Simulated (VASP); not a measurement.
# Ti4NO8 in VASP: single point with PBEsol

Aim: the single point of Ti4NO8 with PBEsol.

All numbers are computed with VASP 6.6.1; they aren't measurements. Logs are shortened: lines on timing, memory, paths and dates and some standing lists are left out, and cuts for length are marked.

## (1) The cell of the first run

The cell holds a slab with vacuum, 26 atoms: a = 6.521 Å, b = 5.946 Å, c = 18.251 Å, α = 90.00°, β = 90.00°, γ = 90.00°.

## (2) Single point, PBEsol

INCAR

```
SYSTEM = Ti4NO8
  ALGO = Normal
  EDIFF = 1E-7
  ENCUT = 520
  GGA = PS
  ISIF = 2
  ISMEAR = -1
  LASPH = .True.
  LCHARG = .True.
  LELF = .True.
  LREAL = Auto
  LVHAR = .True.
  LWAVE = .False.
  NBANDS = 120
  NELM = 80
  PREC = Accurate
  SIGMA = 0.02
```

KPOINTS

```
k-points
0
Gamma
  2 2 1
  0 0 0
```

POSCAR

```
Ti4NO8
1.0
    6.5205140000      0.0000000000      0.0000000000
    0.0000000000      5.9464000000      0.0000000000
    0.0000000000      0.0000000000     18.2509700000
Ti O N
8 16 2
Direct
    0.0000000000      0.0000000000      0.0547916000
    0.5000000000      0.2500000000      0.0547916000
    0.5001896238     -0.0062350164      0.2394452093
    0.0005395609      0.2499810475      0.2390146896
    0.0000000000      0.5000000000      0.0547916000
    0.5000000000      0.7500000000      0.0547916000
    0.5001791165      0.5061561707      0.2394313134
    0.0000569057      0.7499814202      0.2355922144
    0.0000299683      0.0070783286      0.1499620406
    0.1947000000      0.2500000000      0.0547916000
    0.5000000000      0.0000000000      0.1243520000
    0.8053000000      0.2500000000      0.0547916000
    0.5011034168     -0.1347601292      0.3335295707
    0.6921532082      0.2499823311      0.2384058976
    1.0000555354     -0.0030297815      0.2934228072
    0.3077841029      0.2499734448      0.2380197120
    0.0000321463      0.4929326739      0.1499615031
    0.1947000000      0.7500000000      0.0547916000
    0.5000000000      0.5000000000      0.1243520000
    0.8053000000      0.7500000000      0.0547916000
    0.5010957150      0.6346740464      0.3335159444
    0.7014558640      0.7499922430      0.2209338095
    1.0000735617      0.5030085475      0.2934221544
    0.2987311729      0.7499918773      0.2211787688
    0.2949809448      0.2498379527      0.4924475212
    0.3280029481      0.2499191952      0.4333521843
```

Potentials or basis: VASP PAW PBE potentials, release 64 (Ti_sv, O, N).

Command:

```sh
$ cat potpaw_PBE.64/Ti_sv/POTCAR potpaw_PBE.64/O/POTCAR potpaw_PBE.64/N/POTCAR > POTCAR
$ mpirun -np 1 vasp_std > vasp.out
```

OUTCAR:

```text
SYSTEM = Ti4NO8
   EDIFF = 1E-7
   ENCUT = 520
   GGA = PS
   ISIF = 2
   ISMEAR = -1
   LASPH = .True.
   LREAL = Auto
   NELM = 80
   PREC = Accurate

 ion  position               nearest neighbor table
   1  0.000  0.000  0.055-   9 1.74  10 1.95  12 1.95  18 1.95  20 1.95
   2  0.500  0.250  0.055-  11 1.95  19 1.95  12 1.99  10 1.99
   3  0.500  0.994  0.239-  13 1.88  14 1.97  16 1.97  22 1.98  24 1.98  11 2.10   7 2.90
   4  0.001  0.250  0.239-  15 1.80  23 1.80  16 2.00  14 2.01   9 2.17  17 2.17
   5  0.000  0.500  0.055-  17 1.74  12 1.95  10 1.95  18 1.95  20 1.95
   6  0.500  0.750  0.055-  11 1.95  19 1.95  18 1.99  20 1.99
   7  0.500  0.506  0.239-  21 1.88  14 1.97  16 1.97  24 1.98  22 1.98  19 2.10   3 2.90
   8  0.000  0.750  0.236-  23 1.81  15 1.81  24 1.97  22 1.97  17 2.19   9 2.19
   9  0.000  0.007  0.150-   1 1.74   4 2.17   8 2.19
  10  0.195  0.250  0.055-   1 1.95   5 1.95   2 1.99
  11  0.500  0.000  0.124-   2 1.95   6 1.95   3 2.10
  12  0.805  0.250  0.055-   1 1.95   5 1.95   2 1.99
  13  0.501  0.865  0.334-  21 1.37   3 1.88
  14  0.692  0.250  0.238-   7 1.97   3 1.97   4 2.01
  15  0.000  0.997  0.293-   4 1.80   8 1.81
  16  0.308  0.250  0.238-   7 1.97   3 1.97   4 2.00
  17  0.000  0.493  0.150-   5 1.74   4 2.17   8 2.19
  18  0.195  0.750  0.055-   1 1.95   5 1.95   6 1.99
  19  0.500  0.500  0.124-   2 1.95   6 1.95   7 2.10
  20  0.805  0.750  0.055-   1 1.95   5 1.95   6 1.99
  21  0.501  0.635  0.334-  13 1.37   7 1.88
  22  0.701  0.750  0.221-   8 1.97   3 1.98   7 1.98
  23  0.000  0.503  0.293-   4 1.80   8 1.81
  24  0.299  0.750  0.221-   8 1.97   3 1.98   7 1.98
  25  0.295  0.250  0.492-  26 1.10
  26  0.328  0.250  0.433-  25 1.10

  LATTYP: Found a simple orthorhombic cell.
 ALAT       =     5.9464000000
 B/A-ratio  =     1.0965481636
 C/A-ratio  =     3.0692469393

  Lattice vectors:

 A1 = (   0.0000000000,  -5.9464000000,   0.0000000000)
 A2 = (   6.5205140000,   0.0000000000,   0.0000000000)
 A3 = (   0.0000000000,   0.0000000000,  18.2509700000)

Analysis of symmetry for initial positions (statically):
=====================================================================
 Subroutine PRICEL returns:
 Original cell was already a primitive cell.

 Routine SETGRP: Setting up the symmetry group for a
 simple orthorhombic supercell.

 Subroutine GETGRP returns: Found  1 space group operations
 (whereof  1 operations were pure point group operations)
 out of a pool of  8 trial point group operations.

The static configuration has the point symmetry C_1 .

Analysis of symmetry for dynamics (positions and initial velocities):
=====================================================================
 Subroutine PRICEL returns:
 Original cell was already a primitive cell.

 Routine SETGRP: Setting up the symmetry group for a
 simple orthorhombic supercell.

 Subroutine GETGRP returns: Found  1 space group operations
 (whereof  1 operations were pure point group operations)
 out of a pool of  8 trial point group operations.

The dynamic configuration has the point symmetry C_1 .

 Subroutine INISYM returns: Found  1 space group operations
 (whereof  1 operations are pure point group operations),
 and found     1 'primitive' translations

----------------------------------------------------------------------------------------

                                     Primitive cell

  volume of cell :     707.6555

  direct lattice vectors                    reciprocal lattice vectors
     6.520514000  0.000000000  0.000000000     0.153362143  0.000000000  0.000000000
     0.000000000  5.946400000  0.000000000     0.000000000  0.168168976  0.000000000
     0.000000000  0.000000000 18.250970000     0.000000000  0.000000000  0.054791608

  length of vectors
     6.520514000  5.946400000 18.250970000     0.153362143  0.168168976  0.054791608

  position of ions in fractional coordinates (direct lattice)
     0.000000000  0.000000000  0.054791600
     0.500000000  0.250000000  0.054791600
     0.500189624  0.993764984  0.239445209
     0.000539561  0.249981048  0.239014690
     0.000000000  0.500000000  0.054791600
     0.500000000  0.750000000  0.054791600
[... 18 lines left out ...]
     0.294980945  0.249837953  0.492447521
     0.328002948  0.249919195  0.433352184

  ion indices of the primitive-cell ions
   primitive index   ion index
                 1           1
                 2           2
                 3           3
                 4           4
                 5           5
                 6           6
[... 18 lines left out ...]
                25          25
                26          26

----------------------------------------------------------------------------------------

 KPOINTS: k-points

Automatic generation of k-mesh.
 Grid dimensions read from file:
 generate k-points for:    2    2    1

 Generating k-lattice:

  Cartesian coordinates                     Fractional coordinates (reciprocal lattice)
     0.076681071  0.000000000  0.000000000     0.500000000  0.000000000  0.000000000
     0.000000000  0.084084488  0.000000000     0.000000000  0.500000000  0.000000000
     0.000000000  0.000000000  0.054791608     0.000000000  0.000000000  1.000000000

  Length of vectors
     0.076681071  0.084084488  0.054791608

  Shift w.r.t. Gamma in fractional coordinates (k-lattice)
     0.000000000  0.000000000  0.000000000

 Subroutine IBZKPT returns following result:
 ===========================================

 Found      4 irreducible k-points:

 Following reciprocal coordinates:
            Coordinates               Weight
  0.000000  0.000000  0.000000      1.000000
  0.500000  0.000000  0.000000      1.000000
  0.000000  0.500000  0.000000      1.000000
  0.500000  0.500000  0.000000      1.000000
   k-points           NKPTS =      4   k-points in BZ     NKDIM =      4   number of bands    NBANDS=    120
   number of dos      NEDOS =    301   number of ions     NIONS =     26
   total plane-waves  NPLWV = 322560
   dimension x,y,z NGX =    48 NGY =   48 NGZ =  140
   dimension x,y,z NGXF=    96 NGYF=   96 NGZF=  280
   ions per type =               8  16   2
   NGX,Y,Z   is equivalent  to a cutoff of  12.24, 13.42, 12.75 a.u.
   NGXF,Y,Z  is equivalent  to a cutoff of  24.48, 26.84, 25.50 a.u.
 SYSTEM =  Ti4NO8
   PREC   = accura    normal or accurate (medium, high low for compatibility)
   ISTART =      0    job   : 0-new  1-cont  2-samecut
   ICHARG =      2    charge: 1-file 2-atom 10-const
   ISPIN  =      1    spin polarized calculation?
   LNONCOLLINEAR =      F non collinear calculations
   LSORBIT =      F    spin-orbit coupling
   LASPH  =      T    aspherical Exc in radial PAW
   ENCUT  =  520.0 eV  38.22 Ry    6.18 a.u.  12.12 11.06 33.93*2*pi/ulx,y,z
   NELM   =     80;   NELMIN=  2; NELMDL= -5     # of ELM steps
   EDIFF  = 0.1E-06   stopping-criterion for ELM
   LREAL  =      T    real-space projection
   EDIFFG = 0.1E-05   stopping-criterion for IOM
   NSW    =      0    number of steps for IOM
   IBRION =     -1    ionic relax: 0-MD 1-quasi-New 2-CG
   NFREE  =      0    steps in history (QN), initial steepest desc. (CG)
   ISIF   =      2    stress and relaxation
   ISYM   =      2    0-nonsym 1-usesym 2-fastsym
   POTIM  = 0.5000    time-step for ionic-motion
   TEBEG  =    0.0;   TEEND  =   0.0 temperature during run
   PSTRESS=    0.0 pullay stress
   NELECT =     202.0000    total number of electrons
   NUPDOWN=      -1.0000    fix difference up-down
   EMIN   =  10.00;   EMAX   =-10.00  energy-range for DOS
   EFERMI =   0.00;   METHOD = LEGACY
   ISMEAR =    -1;   SIGMA  =   0.02  broadening in eV -4-tet -1-fermi 0-gaus
   EFERMI_NEDOS =   21; number of points for ismear=-14 and -15
   IALGO  =     38    algorithm
   IMIX   =      4    mixing-type and parameters
     AMIX     =   0.40;   BMIX     =  1.00
     AMIX_MAG =   1.60;   BMIX_MAG =  1.00
  volume/ion in A,a.u.               =      27.22       183.67
  Fermi-wavevector in a.u.,A,eV,Ry     =   1.077915  2.036965 15.808629  1.161901
  Thomas-Fermi vector in A             =   2.213840
   LORBIT       =      0    0 simple, 1 ext, 2 COOP (PROOUT), +10 PAW based schemes
   GGA     = PS    functional components
   LHFCALC =     F    Hartree Fock is set to
   AEXX    =    0.0000 exact exchange contribution
   IVDW    =     0    specifies the selected vdW correction
   LEPSILON=     F    determine dielectric tensor
   LRPA    =     F    only Hartree local field effects (RPA)
 non-spin polarized calculation
  energy-cutoff  :      520.00
  volume of cell :      707.66
 maximum number of plane-waves:     19084
   NGX = 25   NGY = 23   NGZ = 67

 number of electron     201.9999988 magnetization

 Free energy of the ion-electron system (eV)
  ---------------------------------------------------
  ext. energy  EPLUGINS =         0.00000000
  ---------------------------------------------------
  free energy    TOTEN  =      -228.47225687 eV

  energy without entropy =     -228.44231614  energy(sigma->0) =     -228.45728650

 E-fermi :  -0.7502     XC(G=0):  -5.4313

 val. band max:       -0.7504577807   @ k =   0.0000   0.5000   0.0000
 cond. band min:      -0.7369762589   @ k =   0.0000   0.5000   0.0000
 fundamental gap:      0.0134815218
 Fermi energy:        -0.7501584271

 k-point     1 :       0.0000    0.0000    0.0000
  band No.  band energies     occupation
      1     -58.9302      2.00000
      2     -58.8895      2.00000
      3     -58.8181      2.00000
      4     -58.7494      2.00000
      5     -58.0070      2.00000
      6     -57.9083      2.00000
[... 105 lines left out ...]
    112       0.7254      0.00000
    113       0.7400      0.00000

 k-point     2 :       0.5000    0.0000    0.0000
  band No.  band energies     occupation
      1     -58.9301      2.00000
      2     -58.8895      2.00000
      3     -58.8182      2.00000
      4     -58.7495      2.00000
      5     -58.0069      2.00000
      6     -57.9082      2.00000
[... 105 lines left out ...]
    112       0.7251      0.00000
    113       0.7487      0.00000

 k-point     3 :       0.0000    0.5000    0.0000
  band No.  band energies     occupation
      1     -58.9100      2.00000
      2     -58.9099      2.00000
      3     -58.8132      2.00000
      4     -58.7544      2.00000
      5     -58.0037      2.00000
      6     -57.8936      2.00000
[... 105 lines left out ...]
    112       0.6303      0.00000
    113       0.9692      0.00000

 k-point     4 :       0.5000    0.5000    0.0000
  band No.  band energies     occupation
      1     -58.9099      2.00000
      2     -58.9099      2.00000
      3     -58.8133      2.00000
      4     -58.7544      2.00000
      5     -58.0036      2.00000
      6     -57.8932      2.00000
[... 105 lines left out ...]
    112       0.7079      0.00000
    113       0.8978      0.00000
 [bands above 113 left out]

------------------------ aborting loop because EDIFF is reached ----------------------------------------

  FORCE on cell =-STRESS in cart. coord.  units (eV):
  Direction    XX          YY          ZZ          XY          YZ          ZX
  --------------------------------------------------------------------------------------
  -------------------------------------------------------------------------------------
  Total       -8.6276697     -4.9346907     -4.8056486     -0.0003371     -0.0016878     -0.4087963
  in kB      -19.5335954    -11.1724551    -10.8802955     -0.0007632     -0.0038214     -0.9255409
  external PRESSURE =     -13.8621153 kB  Pullay stress =       0.0000000 kB

 VOLUME and BASIS-vectors are now :
 -----------------------------------------------------------------------------
  energy-cutoff  :      520.00
  volume of cell :      707.66
      direct lattice vectors                 reciprocal lattice vectors
     6.520514000  0.000000000  0.000000000     0.153362143  0.000000000  0.000000000
     0.000000000  5.946400000  0.000000000     0.000000000  0.168168976  0.000000000
     0.000000000  0.000000000 18.250970000     0.000000000  0.000000000  0.054791608

 POSITION                                       TOTAL-FORCE (eV/Angst)
 -----------------------------------------------------------------------------------
      0.00000      0.00000      1.00000         0.000211      0.113701      3.461285
      3.26026      1.48660      1.00000        -0.001035     -0.000594      3.710527
      3.26149      5.90932      4.37011         0.001882      0.046402     -0.054653
      0.00352      1.48649      4.36225        -0.005869      0.000425     -0.101870
      0.00000      2.97320      1.00000         0.000217     -0.113879      3.460931
      3.26026      4.45980      1.00000         0.000962      0.000225      4.113495
[... 18 lines left out ...]
      1.92343      1.48564      8.98764        -0.367736     -0.000975      1.834493
      2.13875      1.48612      7.90910         0.365559      0.000658     -1.833042
 -----------------------------------------------------------------------------------
    total drift:                               -0.001220      0.004400     -0.037499

  FREE ENERGIE OF THE ION-ELECTRON SYSTEM (eV)
  ---------------------------------------------------
  free  energy   TOTEN  =      -228.4722568650 eV

  energy  without entropy=     -228.4423161406  energy(sigma->0) =     -228.45728650
```

Run time: 21 min. Hardware: 1 thread of Intel Xeon Platinum 8488C (Sapphire Rapids), shared host; peak memory 0.77 GiB.

What came out:

- Free energy: -228.4723 eV
- Largest force: 4.113 eV/Å
- Band gap on the k mesh: zero (filled and empty bands touch)

Forces on the atoms (eV/Å):
```
Ti   0.000  0.114  3.461
Ti  -0.001 -0.001  3.711
Ti   0.002  0.046 -0.055
Ti  -0.006  0.000 -0.102
Ti   0.000 -0.114  3.461
Ti   0.001  0.000  4.113
Ti   0.002 -0.044 -0.052
Ti  -0.003  0.001 -0.085
O    0.000  0.003  0.136
O    1.327  0.000 -2.460
O    0.001  0.205 -2.827
O   -1.326  0.000 -2.459
O   -0.001  0.307  0.076
O    0.031  0.000  0.000
O    0.000 -0.011  0.121
O   -0.026  0.000  0.002
O    0.000 -0.004  0.137
O    1.247  0.000 -2.266
O    0.001 -0.206 -2.826
O   -1.246  0.000 -2.266
O   -0.001 -0.307  0.077
O    0.011  0.000 -0.009
O   -0.001  0.010  0.121
O   -0.010  0.000 -0.009
N   -0.368 -0.001  1.834
N    0.366  0.001 -1.833
```

Caveat: the k points lie up to 0.53 Å⁻¹ apart; the standard files for N, O and F lose accuracy on very short bonds; there is no dipole correction, which matters where the two faces differ; the PAW data sets were made with another functional, which shifts forces and pressure a little; semilocal functionals often make such compounds metallic where correlation or magnetic order opens a gap, which also shifts bond lengths.
